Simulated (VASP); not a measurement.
Write the native input for VASP 6.6.1 that does the following.

```
Task                   : single point
Functional             : PBE
Dispersion             : D3(BJ)
Potentials or basis    : VASP PAW PBE potentials, release 64 (C, N)
Cutoff                 : 520 eV
k mesh                 : 12 × 12 × 1
Occupations            : gaussian, width 0.05 eV
Spin                   : collinear spin, ferromagnetic start
Starting moments       : [0.0, 0.0, 0.0, 0.0, 0.0, 0.0, 3.0] μB
Dipole correction      : yes
Further INCAR settings : ALGO = Normal; EDIFF = 1e-07; NBANDS = 28
```

The structure of C6N lies in POSCAR:

```
C6N
1.0
    2.4650495083      0.0000000000      0.0000000000
   -1.2325247542      2.1347954958      0.0000000000
    0.0000000000      0.0000000000     25.6987123419
C N
6 1
Direct
    0.6666666667      0.3333333333      0.3307558716
    0.3333333333      0.6666666667      0.3308185209
    0.3333333333      0.6666666667      0.4618559274
    0.0000000000      0.0000000000      0.4618974608
    0.0000000000      0.0000000000      0.5940017740
    0.6666666667      0.3333333333      0.5939952544
    0.3333333333      0.6666666667      0.7159897766
```

These files were run (other wordings do the same):

INCAR

```
SYSTEM = C6N
PREC = Accurate ; ENCUT = 520
EDIFF = 1E-7 ; ISMEAR = 0
SIGMA = 0.05 ; LREAL = .FALSE.
LASPH = .TRUE. ; NELM = 150
ALGO = Normal ; ISIF = 2
LWAVE = .FALSE. ; LCHARG = .TRUE.
ISPIN = 2 ; MAGMOM = 0 0 0 0 0 0 3
LORBIT = 11 ; LDIPOL = .TRUE.
IDIPOL = 3 ; DIPOL = 0.5 0.5 0.498
GGA = PE ; IVDW = 12
LELF = .TRUE. ; LVHAR = .TRUE.
LVACPOTAV = .TRUE. ; NBANDS = 28
```

KPOINTS

```
Automatic mesh
0
G
  12 12 1
  0 0 0
```

Potentials or basis: VASP PAW PBE potentials, release 64 (C, N).

Command:

```console
$ cat potpaw_PBE.64/C/POTCAR potpaw_PBE.64/N/POTCAR > POTCAR
$ mpirun -np 1 vasp_std > vasp.out
```

It gave:

The largest force is 0.013 eV/Å. The net moment is 1.23 μB per cell. The site moments are C -0.00, +0.00; N +0.84 μB, the valence electrons inside the program's atomic spheres are C 2.65; N 3.21 and the dispersion energy per atom is -0.131 eV.

Run time: 3.7 min on 1 thread of AMD EPYC 9R45 96-Core Processor (Zen 5), on a shared host, peak memory 0.32 GiB.
